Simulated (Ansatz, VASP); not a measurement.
# Two plane-wave programs on MoS2

INCAR

```
SYSTEM = MoS2
PREC = Accurate ; ENCUT = 520
EDIFF = 1E-6 ; ISMEAR = 0
SIGMA = 0.15 ; LREAL = .FALSE.
LASPH = .TRUE. ; NELM = 80
ALGO = Normal ; ISIF = 2
LWAVE = .FALSE. ; LCHARG = .TRUE.
GGA = PE ; IVDW = 12
LELF = .TRUE. ; LVHAR = .TRUE.
NBANDS = 20
```

Contents of KPOINTS:

```
Automatic mesh
0
G
  15 15 15
  0 0 0
```

POSCAR

```
MoS2
1.0
    1.5671157387      0.8731075793      5.9549887142
   -1.5671157387      0.8731075793      5.9549887142
    0.0000000000     -1.7462151586      5.9549887142
Mo S
1 2
Direct
    0.0000000000      0.0000000000      0.0000000000
    0.7315023783      0.7315023783      0.8061065869
    0.2684976217      0.2684976217      0.1938934131
```

Input for Ansatz:

```yaml
crystal:
  lattice:
    - [1.5671157387, 0.8731075793, 5.9549887142]
    - [-1.5671157387, 0.8731075793, 5.9549887142]
    - [0.0, -1.7462151586, 5.9549887142]
  atoms:
    - { symbol: Mo, position: [0.0, 0.0, 0.0] }
    - { symbol: S, position: [0.7315023783, 0.7315023783, 0.8061065869] }
    - { symbol: S, position: [0.2684976217, 0.2684976217, 0.1938934131] }
basis:
  ecutwfc: 420
kpoints:
  mp_grid: { grid: [15, 15, 15] }
hamiltonian:
  xc: pbe
  pseudopotentials: { kind: paw, azcp: { folder: soft_1 } }
  dispersion: d3bj
scf:
  occupations: { method: gaussian, width: 0.15 }
output:
  forces: true
  stress: true
  eigenvalues: true
```

Change from the starting cell: mode 7 frozen in at -0.135 Å, normal strain along y -0.0350.

Alike in both runs: task single point; functional PBE; dispersion D3(BJ); k mesh 15 × 15 × 15; occupations gaussian, width 0.15 eV; no spin polarisation.

```csv
,VASP,Ansatz
version,VASP 6.6.1,Ansatz 0.2.0
potentials or method,"VASP PAW PBE potentials, release 64 (Mo_sv, S), cutoff 520 eV","scalar-relativistic, plane waves, PAW"
valence electrons in the cell,26,26
```

```tsv
	VASP	Ansatz	Ansatz less VASP
gap on the k mesh at the Fermi level (eV)	none	none	-
pressure (GPa)	6.0	6.1	+0.13
traceless stress, the component that is largest in VASP (GPa)	8.77	8.79	+0.020
rms of the force components (eV/Å)	0.484	0.488	+0.0040
```

Atom by atom the forces differ by 0.007 eV/Å (rms over components). A gap of «none» marks a metal or a gap that the smearing closes.
